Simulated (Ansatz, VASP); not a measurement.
One calculation of Si3B, two programs

```
Si B
1.0
     3.38409    0.00000    0.00000
     0.00000    7.24620    0.00000
     0.00000    0.00000    5.27346
Si B
6 2
Direct
  0.50000 0.73406 0.16166
  0.50000 0.26594 0.16166
  0.00000 0.76594 0.83834
  0.00000 0.23406 0.83834
  0.00000 0.50000 0.57333
  0.50000 0.00000 0.42667
  0.50000 0.50000 0.36136
  0.00000 0.00000 0.63864
```

Alike in both runs: functional PBE; k mesh 10 × 4 × 6; occupations gaussian, width 0.1 eV; no spin polarisation.

Ansatz relaxed the structure, and its values are those at the end. VASP's run is a single point on that final structure, the one shown.

```csv
,VASP,Ansatz
version,VASP 6.6.1,Ansatz 0.2.0
potentials or method,"VASP PAW PBE potentials, release 64 (Si, B), cutoff 520 eV","scalar-relativistic, plane waves, PAW"
valence electrons in the cell,30,30
```

|  | VASP | Ansatz | Ansatz less VASP |
| --- | --- | --- | --- |
| gap on the k mesh at the Fermi level (eV) | none | none | - |
| pressure (GPa) | -0.1 | 0.0 | +0.07 |
| rms of the force components (eV/Å) | 0.005 | 0.000 | -0.0050 |

A gap of «none» marks a metal or a gap that the smearing closes.
